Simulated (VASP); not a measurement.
Wanted: the native input for a VASP 6.6.1 run.

```
Task                   : single point
Functional             : PBEsol
Potentials or basis    : VASP PAW PBE potentials, release 64 (Al)
Cutoff                 : 520 eV
k mesh                 : 17 × 17 × 17
Occupations            : methfessel-paxton, width 0.1 eV
Spin                   : no spin polarisation
Dipole correction      : no
Further INCAR settings : ALGO = Normal; EDIFF = 1e-06; NBANDS = 8
```

The structure of Al lies in POSCAR:

```
Al
1.0
    0.0000000000      2.0070495096      2.0070495096
    2.0070495096      0.0000000000      2.0070495096
    2.0070495096      2.0070495096      0.0000000000
Al
1
Direct
    0.0000000000      0.0000000000      0.0000000000
```

These files were run (other wordings do the same):

INCAR

```
SYSTEM = Al
PREC = Accurate
ENCUT = 520
EDIFF = 1E-6
ISMEAR = 1
SIGMA = 0.1
LREAL = .False.
LASPH = .True.
NELM = 80
ALGO = Normal
ISIF = 2
LWAVE = .False.
LCHARG = .False.
GGA = PS
NBANDS = 8
```

KPOINTS

```
Automatic mesh
0
Gamma
  17 17 17
  0 0 0
```

Potentials or basis: VASP PAW PBE potentials, release 64 (Al).

Launch:

```console
$ cat potpaw_PBE.64/Al/POTCAR > POTCAR
$ mpirun -np 1 vasp_std > vasp.out
```

It gave:

```json
{
 "Pressure": "0.1 GPa"
}
```

Caveat: the PAW data sets were made with another functional, which shifts forces and pressure a little.

Wall time 12 s on 1 thread of Intel(R) Xeon(R) Platinum 8259CL CPU @ 2.50GHz (Skylake/Cascade Lake) (shared host), peak memory 0.14 GiB.
